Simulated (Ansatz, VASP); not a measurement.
TiO2: VASP beside Ansatz

```xyz
6
Lattice="2.6665 -2.6666 -0.0201 2.6665 2.6666 -0.0201 -2.6307 0.0000 4.7968" Properties=species:S:1:pos:R:3 pbc="T T T"
Ti    2.0088    2.0000    1.1791
Ti    0.6935   -2.0000    3.5775
O    -0.6428   -0.6667    3.1822
O     3.3452    0.6667    1.5744
O     2.0298   -0.6667    3.9728
O     0.6725    0.6667    0.7838
```

Alike in both runs: functional r2SCAN; dispersion D4; k mesh 8 × 8 × 6; occupations gaussian, width 0.02 eV; no spin polarisation.

Ansatz relaxed the structure, and its values are those at the end. VASP's run is a single point on that final structure, the one shown.

|  | VASP | Ansatz |
| --- | --- | --- |
| version | VASP 6.6.1 | Ansatz 0.2.0 |
| potentials or method | VASP PAW PBE potentials, release 64 (Ti_sv, O), cutoff 520 eV | scalar-relativistic, plane waves, PAW |
| valence electrons in the cell | 48 | 48 |

Ansatz gave:

| Item | Value |
| --- | --- |
| gap on the k mesh at the Fermi level (eV) | 2.58 |
| least direct gap on the mesh (eV) | 2.89 |
| pressure (GPa) | 0.0 |
| rms of the force components (eV/Å) | 0.000 |

Problem. Which values does VASP return?

Solution. gap on the k mesh at the Fermi level (eV): 2.60; least direct gap on the mesh (eV): 2.92; pressure (GPa): 1.3; rms of the force components (eV/Å): 0.012.

VASP's potentials were made for PBE, not for r2SCAN.
